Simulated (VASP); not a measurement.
# MgO (P1) in VASP: further runs

The runs below take MgO through single point, with PBEsol.

Everything below comes from runs of VASP 6.6.1. Logs are shortened: lines on timing, memory, paths and dates and some standing lists are left out, and cuts for length are marked.

### Step 1. The cell of the first run

The typed cell holds 8 atoms: a = 3.255 Å, b = 3.255 Å, c = 10.415 Å, α = 90.00°, β = 90.00°, γ = 120.00°.

### Step 2. Single point, PBEsol (atom 6 (O) moved by -0.390 Å along [1 0 0] and +0.520 Å along [0 0 1])

Contents of INCAR:

```
PREC = Accurate
ENCUT = 520
EDIFF = 1E-7
ISMEAR = 0
SIGMA = 0.05
LREAL = F
LASPH = T
NELM = 60
ALGO = Normal
ISIF = 2
LWAVE = F
LCHARG = T
GGA = PS
LELF = T
LVHAR = T
NBANDS = 26
```

Contents of KPOINTS:

```
Automatic mesh
0
Gamma
  9 9 4
```

Contents of POSCAR:

```
MgO
1.0
    3.2553371795      0.0000000000      0.0000000000
   -1.6276685897      2.8192046953      0.0000000000
    0.0000000000      0.0000000000     10.4149514991
Mg O
4 4
Direct
    0.3333333333      0.6666666667      0.9695963559
    0.0000000000      0.0000000000      0.2209473890
    0.0000000000      0.0000000000      0.7209473890
    0.6666666667      0.3333333333      0.4695963559
    0.3333333333      0.6666666667      0.7799156657
   -0.1198032580      0.0000000000      0.5794669904
    0.0000000000      0.0000000000      0.0295387694
    0.6666666667      0.3333333333      0.2799156657
```

Potentials or basis: VASP PAW PBE potentials, release 64 (Mg, O).

On the command line:

```
cat potpaw_PBE.64/Mg/POTCAR potpaw_PBE.64/O/POTCAR > POTCAR
mpirun -np 1 vasp_std > vasp.out
```

OUTCAR:

```text
PREC = Accurate
   ENCUT = 520
   EDIFF = 1E-7
   ISMEAR = 0
   LREAL = F
   LASPH = T
   NELM = 60
   ISIF = 2
   GGA = PS

 ion  position               nearest neighbor table
   1  0.333  0.667  0.970-   5 1.98   7 1.98   7 1.98   7 1.98   3 3.20   3 3.20   3 3.20   2 3.22
                             2 3.22   2 3.22
   2  0.000  0.000  0.221-   8 1.98   8 1.98   8 1.98   7 1.99   4 3.20   4 3.20   4 3.20   1 3.22
                             1 3.22   1 3.22
   3  0.000  0.000  0.721-   6 1.52   5 1.98   5 1.98   5 1.98   1 3.20   1 3.20   1 3.20   4 3.22
                             4 3.22   4 3.22
   4  0.667  0.333  0.470-   6 1.93   8 1.98   6 2.23   6 2.50   2 3.20   2 3.20   2 3.20   3 3.22
                             3 3.22   3 3.22
   5  0.333  0.667  0.780-   1 1.98   3 1.98   3 1.98   3 1.98
   6  0.880  0.000  0.579-   3 1.52   4 1.93   4 2.23   4 2.50
   7  0.000  0.000  0.030-   1 1.98   1 1.98   1 1.98   2 1.99
   8  0.667  0.333  0.280-   4 1.98   2 1.98   2 1.98   2 1.98

  LATTYP: Found a hexagonal cell.
 ALAT       =     3.2553371795
 C/A-ratio  =     3.1993464655

  Lattice vectors:

 A1 = (   3.2553371795,   0.0000000000,   0.0000000000)
 A2 = (  -1.6276685897,   2.8192046953,   0.0000000000)
 A3 = (   0.0000000000,   0.0000000000,  10.4149514991)

Analysis of symmetry for initial positions (statically):
=====================================================================
 Subroutine PRICEL returns:
 Original cell was already a primitive cell.

 Routine SETGRP: Setting up the symmetry group for a
 hexagonal supercell.

 Subroutine GETGRP returns: Found  1 space group operations
 (whereof  1 operations were pure point group operations)
 out of a pool of 24 trial point group operations.

The static configuration has the point symmetry C_1 .

Analysis of symmetry for dynamics (positions and initial velocities):
=====================================================================
 Subroutine PRICEL returns:
 Original cell was already a primitive cell.

 Routine SETGRP: Setting up the symmetry group for a
 hexagonal supercell.

 Subroutine GETGRP returns: Found  1 space group operations
 (whereof  1 operations were pure point group operations)
 out of a pool of 24 trial point group operations.

The dynamic configuration has the point symmetry C_1 .

 Subroutine INISYM returns: Found  1 space group operations
 (whereof  1 operations are pure point group operations),
 and found     1 'primitive' translations

----------------------------------------------------------------------------------------

                                     Primitive cell

  volume of cell :      95.5828

  direct lattice vectors                    reciprocal lattice vectors
     3.255337180  0.000000000  0.000000000     0.307187841  0.177354983  0.000000000
    -1.627668590  2.819204695  0.000000000     0.000000000  0.354709965  0.000000000
     0.000000000  0.000000000 10.414951499     0.000000000  0.000000000  0.096015810

  length of vectors
     3.255337180  3.255337179 10.414951499     0.354709965  0.354709965  0.096015810

  position of ions in fractional coordinates (direct lattice)
     0.333333333  0.666666667  0.969596356
     0.000000000  0.000000000  0.220947389
     0.000000000  0.000000000  0.720947389
     0.666666667  0.333333333  0.469596356
     0.333333333  0.666666667  0.779915666
     0.880196742  0.000000000  0.579466990
     0.000000000  0.000000000  0.029538769
     0.666666667  0.333333333  0.279915666

  ion indices of the primitive-cell ions
   primitive index   ion index
                 1           1
                 2           2
                 3           3
                 4           4
                 5           5
                 6           6
                 7           7
                 8           8

----------------------------------------------------------------------------------------

 KPOINTS: Automatic mesh

Automatic generation of k-mesh.
 Grid dimensions read from file:
 generate k-points for:    9    9    4

 Generating k-lattice:

  Cartesian coordinates                     Fractional coordinates (reciprocal lattice)
     0.034131982  0.019706109  0.000000000     0.111111111  0.000000000  0.000000000
     0.000000000  0.039412218  0.000000000     0.000000000  0.111111111  0.000000000
     0.000000000  0.000000000  0.024003952     0.000000000  0.000000000  0.250000000

  Length of vectors
     0.039412218  0.039412218  0.024003952

  Shift w.r.t. Gamma in fractional coordinates (k-lattice)
     0.000000000  0.000000000  0.000000000

 Subroutine IBZKPT returns following result:
 ===========================================

 Found    163 irreducible k-points:

 Following reciprocal coordinates:
            Coordinates               Weight
  0.000000  0.000000  0.000000      1.000000
  0.111111  0.000000  0.000000      2.000000
  0.000000  0.111111  0.000000      2.000000
 -0.111111  0.111111  0.000000      2.000000
  0.222222 -0.000000  0.000000      2.000000
  0.000000  0.222222  0.000000      2.000000
[... 16 lines left out ...]
  0.333333  0.111111  0.000000      2.000000
 -0.111111  0.444444  0.000000      2.000000
 [... further k-points ...]
   k-points           NKPTS =    163   k-points in BZ     NKDIM =    163   number of bands    NBANDS=     26
   number of dos      NEDOS =    301   number of ions     NIONS =      8
   total plane-waves  NPLWV =  46080
   dimension x,y,z NGX =    24 NGY =   24 NGZ =   80
   dimension x,y,z NGXF=    48 NGYF=   48 NGZF=  160
   ions per type =               4   4
   NGX,Y,Z   is equivalent  to a cutoff of  12.26, 12.26, 12.77 a.u.
   NGXF,Y,Z  is equivalent  to a cutoff of  24.51, 24.51, 25.54 a.u.
 SYSTEM =  unknown system
   PREC   = accura    normal or accurate (medium, high low for compatibility)
   ISTART =      0    job   : 0-new  1-cont  2-samecut
   ICHARG =      2    charge: 1-file 2-atom 10-const
   ISPIN  =      1    spin polarized calculation?
   LNONCOLLINEAR =      F non collinear calculations
   LSORBIT =      F    spin-orbit coupling
   LASPH  =      T    aspherical Exc in radial PAW
   ENCUT  =  520.0 eV  38.22 Ry    6.18 a.u.   6.05  6.05 19.36*2*pi/ulx,y,z
   NELM   =     60;   NELMIN=  2; NELMDL= -5     # of ELM steps
   EDIFF  = 0.1E-06   stopping-criterion for ELM
   LREAL  =      F    real-space projection
   EDIFFG = 0.1E-05   stopping-criterion for IOM
   NSW    =      0    number of steps for IOM
   IBRION =     -1    ionic relax: 0-MD 1-quasi-New 2-CG
   NFREE  =      0    steps in history (QN), initial steepest desc. (CG)
   ISIF   =      2    stress and relaxation
   ISYM   =      2    0-nonsym 1-usesym 2-fastsym
   POTIM  = 0.5000    time-step for ionic-motion
   TEBEG  =    0.0;   TEEND  =   0.0 temperature during run
   PSTRESS=    0.0 pullay stress
   NELECT =      32.0000    total number of electrons
   NUPDOWN=      -1.0000    fix difference up-down
   EMIN   =  10.00;   EMAX   =-10.00  energy-range for DOS
   EFERMI =   0.00;   METHOD = LEGACY
   ISMEAR =     0;   SIGMA  =   0.05  broadening in eV -4-tet -1-fermi 0-gaus
   EFERMI_NEDOS =   21; number of points for ismear=-14 and -15
   IALGO  =     38    algorithm
   IMIX   =      4    mixing-type and parameters
     AMIX     =   0.40;   BMIX     =  1.00
     AMIX_MAG =   1.60;   BMIX_MAG =  1.00
  volume/ion in A,a.u.               =      11.95        80.63
  Fermi-wavevector in a.u.,A,eV,Ry     =   1.136750  2.148146 17.581449  1.292200
  Thomas-Fermi vector in A             =   2.273455
   LORBIT       =      0    0 simple, 1 ext, 2 COOP (PROOUT), +10 PAW based schemes
   GGA     = PS    functional components
   LHFCALC =     F    Hartree Fock is set to
   AEXX    =    0.0000 exact exchange contribution
   IVDW    =     0    specifies the selected vdW correction
   LEPSILON=     F    determine dielectric tensor
   LRPA    =     F    only Hartree local field effects (RPA)
 non-spin polarized calculation
 Gauss-broadening in eV      SIGMA  =   0.05
  energy-cutoff  :      520.00
  volume of cell :       95.58
 maximum number of plane-waves:      2616
   NGX = 13   NGY = 13   NGZ = 39

 number of electron      32.0000018 magnetization

 Free energy of the ion-electron system (eV)
  ---------------------------------------------------
  ext. energy  EPLUGINS =         0.00000000
  ---------------------------------------------------
  free energy    TOTEN  =       -45.65340606 eV

  energy without entropy =      -45.65340606  energy(sigma->0) =      -45.65340606

 E-fermi :   2.4071     XC(G=0):  -9.9300

 val. band max:        2.0978140498   @ k =   0.0000   0.0000   0.0000
 cond. band min:       3.3249993656   @ k =   0.0000   0.0000   0.0000
 fundamental gap:      1.2271853159
 Fermi energy:         2.4070761788

 k-point     1 :       0.0000    0.0000    0.0000
  band No.  band energies     occupation
      1     -16.2205      2.00000
      2     -14.7900      2.00000
      3     -14.7327      2.00000
      4     -13.2052      2.00000
      5      -3.0523      2.00000
      6      -1.2959      2.00000
[... 18 lines left out ...]
     25      14.4299      0.00000
     26      15.6453      0.00000

 k-point     2 :       0.1111    0.0000    0.0000
  band No.  band energies     occupation
      1     -16.1706      2.00000
      2     -14.7383      2.00000
      3     -14.6853      2.00000
      4     -13.1711      2.00000
      5      -2.9440      2.00000
      6      -1.5626      2.00000
[... 18 lines left out ...]
     25      14.3722      0.00000
     26      14.8616      0.00000

 k-point     3 :       0.0000    0.1111    0.0000
  band No.  band energies     occupation
      1     -16.1706      2.00000
      2     -14.7390      2.00000
      3     -14.6854      2.00000
      4     -13.1696      2.00000
      5      -2.9440      2.00000
      6      -1.5617      2.00000
[... 572 lines left out ...]
 k-point    23 :       0.3333    0.1111    0.0000
  band No.  band energies     occupation
      1     -15.8110      2.00000
      2     -14.3766      2.00000
      3     -14.3238      2.00000
      4     -12.9345      2.00000
      5      -3.0478      2.00000
      6      -2.2067      2.00000
[... 18 lines left out ...]
     25      12.5921      0.00000
     26      13.6020      0.00000

 k-point    24 :      -0.1111    0.4444    0.0000
  band No.  band energies     occupation
      1     -15.8107      2.00000
      2     -14.3785      2.00000
      3     -14.3326      2.00000
      4     -12.9157      2.00000
      5      -3.0390      2.00000
      6      -2.2275      2.00000
[... 18 lines left out ...]
     25      12.8252      0.00000
     26      13.5576      0.00000

 [... further k-points ...]
[... 5 lines left out ...]
  --------------------------------------------------------------------------------------
  -------------------------------------------------------------------------------------
  Total        1.2418410     -0.2122499     16.8258988      0.3959376     -0.9193644      5.2758089
  in kB       20.8159737     -3.5577723    282.0389014      6.6367810    -15.4105609     88.4341072
  external PRESSURE =      99.7657009 kB  Pullay stress =       0.0000000 kB

 VOLUME and BASIS-vectors are now :
 -----------------------------------------------------------------------------
  energy-cutoff  :      520.00
  volume of cell :       95.58
      direct lattice vectors                 reciprocal lattice vectors
     3.255337180  0.000000000  0.000000000     0.307187841  0.177354983  0.000000000
    -1.627668590  2.819204695  0.000000000     0.000000000  0.354709965  0.000000000
     0.000000000  0.000000000 10.414951499     0.000000000  0.000000000  0.096015810

 POSITION                                       TOTAL-FORCE (eV/Angst)
 -----------------------------------------------------------------------------------
     -0.00000      1.87947     10.09830        -0.002701     -0.001325     -0.986306
      0.00000      0.00000      2.30116        -0.014537      0.000181     -1.015369
      0.00000      0.00000      7.50863         3.083372      0.006402     12.693743
      1.62767      0.93973      4.89082        -0.834454      0.571287      2.241765
     -0.00000      1.87947      8.12278        -0.177349     -0.105015      1.243842
      2.86534      0.00000      6.03512        -2.021557     -0.485029    -16.117117
      0.00000      0.00000      0.30764         0.001107     -0.000651      1.010312
      1.62767      0.93973      2.91531        -0.033880      0.014150      0.929129
 -----------------------------------------------------------------------------------
    total drift:                               -0.000497      0.000036     -0.001379

  FREE ENERGIE OF THE ION-ELECTRON SYSTEM (eV)
  ---------------------------------------------------
  free  energy   TOTEN  =       -45.6534060552 eV

  energy  without entropy=      -45.6534060552  energy(sigma->0) =      -45.65340606
```

Wall time 6.4 min (1 thread of Oxide Virtual Turin-like, shared host); peak memory 0.39 GiB.

What came out:

| Quantity | Value |
| --- | --- |
| Free energy | -45.6534 eV |
| Pressure | 10.0 GPa |
| Largest force | 16.251 eV/Å |
| Band gap on the k mesh | 1.23 eV, direct |

Forces on the atoms (eV/Å):
```
Mg   -0.003  -0.001  -0.986
Mg   -0.015   0.000  -1.015
Mg    3.083   0.006  12.694
Mg   -0.834   0.571   2.242
O    -0.177  -0.105   1.244
O    -2.022  -0.485 -16.117
O     0.001  -0.001   1.010
O    -0.034   0.014   0.929
```

Stress tensor (GPa, compression positive):
```
 2.08  0.66  8.84
 0.66 -0.36 -1.54
 8.84 -1.54 28.20
```

Caveat: the cell differs from its parent crystal (atom 6 (O) moved by -0.390 Å along [1 0 0] and +0.520 Å along [0 0 1]); the PAW data sets were made with another functional, which shifts forces and pressure a little.

### Step 3. Single point, PBEsol (atom 6 (O) moved by -0.130 Å along [1 0 0] and +0.260 Å along [0 0 1])

Contents of INCAR:

```
SYSTEM = MgO
  PREC = Accurate
  ENCUT = 520
  EDIFF = 1E-6
  ISMEAR = 0
  SIGMA = 0.05
  LREAL = .FALSE.
  LASPH = .TRUE.
  NELM = 80
  ALGO = Normal
  ISIF = 2
  LWAVE = .FALSE.
  LCHARG = .TRUE.
  GGA = PS
  LELF = .TRUE.
  LVHAR = .TRUE.
  NBANDS = 26
```

Contents of KPOINTS:

```
Automatic mesh
0
G
  9 9 4
  0 0 0
```

Changes to POSCAR since step 2:

```diff
@@ -13,3 +13,3 @@
     0.3333333333      0.6666666667      0.7799156657
-   -0.1198032580      0.0000000000      0.5794669904
+   -0.0399344193      0.0000000000      0.5545028799
     0.0000000000      0.0000000000      0.0295387694
```

Potentials or basis: VASP PAW PBE potentials, release 64 (Mg, O).

On the command line:

```
cat potpaw_PBE.64/Mg/POTCAR potpaw_PBE.64/O/POTCAR > POTCAR
mpirun -np 1 vasp_std > vasp.out
```

Run time: 6.5 min. Hardware: 1 thread of Oxide Virtual Turin-like, shared host; peak memory 0.39 GiB.

Results (log left out):

| Quantity | Value |
| --- | --- |
| Free energy | -48.2667 eV |
| Pressure | 1.9 GPa |
| Largest force | 5.568 eV/Å |
| Band gap on the k mesh | 2.61 eV, direct |

Forces in eV/Å, atoms in the order of the input:
```
Mg  -0.001  0.000 -0.541
Mg  -0.008  0.000 -0.560
Mg   0.184  0.000  3.450
Mg  -0.574  0.142  1.545
O   -0.040 -0.008  0.577
O    0.457 -0.136 -5.547
O    0.000  0.000  0.552
O   -0.018  0.002  0.524
```

Stress tensor (GPa, compression positive):
```
-1.10 -0.33  1.35
-0.33 -1.31 -0.25
 1.35 -0.25  8.11
```

Levels at points of the mesh, in eV from the valence-band top:
```
           k point  band 13  band 14  band 15  band 16  band 17  band 18  band 19  band 20
(0.00, 0.00, 0.00)    -0.56    -0.48    -0.03     0.00     2.61     5.04     5.38     7.91
(0.00, 0.00, 0.50)    -0.70    -0.53    -0.03     0.00     3.10     4.04     6.65     6.89
```

Caveat: the cell differs from its parent crystal (atom 6 (O) moved by -0.130 Å along [1 0 0] and +0.260 Å along [0 0 1]); the PAW data sets were made with another functional, which shifts forces and pressure a little. A k mesh can miss the band edges.

[end of part 1 of 2]
